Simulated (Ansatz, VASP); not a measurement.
SnO: VASP beside Ansatz

The input POSCAR:

```
SnO
1.0
    3.3062091429      0.0000000000      0.0000000000
    0.0000000000      5.8704114033      0.0000000000
    0.0000000000      0.0000000000      4.1959164450
Sn O
2 2
Direct
    0.0000000000      0.2218139301      0.5091530866
    0.5000000000      0.7781860699      0.0091530866
    0.0000000000      0.9022398377      0.7408479134
    0.5000000000      0.0977601623      0.2408479134
```

File INCAR.step1:

```
  ALGO = Normal
  EDIFF = 1E-4
  ENCUT = 600
  GGA = PE
  ISMEAR = 0
  LASPH = True
  LCHARG = False
  LREAL = False
  LWAVE = True
  NELM = 60
  PREC = Accurate
  SIGMA = 0.02
```

Contents of INCAR.step2:

```
  ALGO = Normal
  EDIFF = 1E-6
  EDIFFG = -0.02
  ENCUT = 600
  IBRION = 2
  ISIF = 3
  ISMEAR = 0
  ISTART = 1
  LASPH = True
  LCHARG = False
  LMIXTAU = True
  LREAL = False
  LWAVE = False
  METAGGA = R2SCAN
  NELM = 60
  NSW = 90
  PREC = Accurate
  SIGMA = 0.02
```

The input KPOINTS:

```
k-points
0
Gamma
  8 4 6
```

Input for Ansatz:

```yaml
crystal:
  lattice:
    - [3.3062091429, 0.0, 0.0]
    - [0.0, 5.8704114033, 0.0]
    - [0.0, 0.0, 4.195916445]
  atoms:
    - { symbol: Sn, position: [0.0, 0.2218139301, 0.5091530866] }
    - { symbol: Sn, position: [0.5, 0.7781860699, 0.0091530866] }
    - { symbol: O, position: [0.0, 0.9022398377, 0.7408479134] }
    - { symbol: O, position: [0.5, 0.0977601623, 0.2408479134] }
basis:
  ecutwfc: 500
kpoints:
  mp_grid: { grid: [8, 4, 6] }
hamiltonian:
  xc: r2scan
scf:
  occupations: { method: gaussian, width: 0.02 }
output:
  forces: true
  stress: true
  eigenvalues: true
relax:
  adjacent_minimum: "off"
  f_tol: 0.02
  max_steps: 70
  cell: { stress_tol: 0.1 }
```

Alike in both runs: task relaxation of cell and atoms; functional r2SCAN; k mesh 8 × 4 × 6; occupations gaussian, width 0.02 eV; no spin polarisation.

```csv
,VASP,Ansatz
version,VASP 6.6.1,Ansatz 0.2.0
potentials or method,"VASP PAW PBE potentials, release 64 (Sn_d, O), cutoff 600 eV","scalar-relativistic, plane waves, PAW"
valence electrons in the cell,40,40
```

Ansatz gave:

| Quantity | Value |
| --- | --- |
| gap on the k mesh at the Fermi level, each at its own relaxed structure (eV) | 0.36 |
| relaxed volume (Å³/atom) | 17.89 |
| relaxed length of the cell vector where the two differ most in proportion (Å) | 4.935 |

**Question.** Estimate VASP's values.

**Answer.** gap on the k mesh at the Fermi level, each at its own relaxed structure (eV): 1.92; relaxed volume (Å³/atom): 20.42; relaxed length of the cell vector where the two differ most in proportion (Å): 5.875.

VASP's potentials were made for PBE, not for r2SCAN. One of these differences is far larger than is usual between the two programs; its cause wasn't traced.
